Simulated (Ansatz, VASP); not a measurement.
# InAs in VASP and in Ansatz

```
In As
1.0
     0.00000    3.01298    3.01298
     3.01298    0.00000    3.01298
     3.01298    3.01298    0.00000
In As
1 1
Direct
  0.00000 0.00000 0.00000
  0.25000 0.25000 0.25000
```

Alike in both runs: functional LDA; k mesh 12 × 12 × 12; occupations gaussian, width 0.1 eV; no spin polarisation.

Ansatz relaxed the structure, and its values are those at the end. VASP's run is a single point on that final structure, the one shown.

|  | VASP | Ansatz |
| --- | --- | --- |
| version | VASP 6.6.1 | Ansatz 0.2.0 |
| potentials or method | VASP PAW LDA potentials, release 64 (In_d, As), cutoff 520 eV | scalar-relativistic, plane waves, PAW |
| valence electrons in the cell | 18 | 28 |

|  | VASP | Ansatz | Ansatz less VASP |
| --- | --- | --- | --- |
| gap on the k mesh at the Fermi level (eV) | none | none | - |
| pressure (GPa) | 0.1 | 0.0 | -0.15 |

LDA's correlation is that of Perdew and Zunger in VASP and of Perdew and Wang (1992) in Ansatz. A gap of «none» marks a metal or a gap that the smearing closes. VASP's potentials hold 18 valence electrons a cell and Ansatz's 28, so a difference there can come from the potentials and not from the codes.
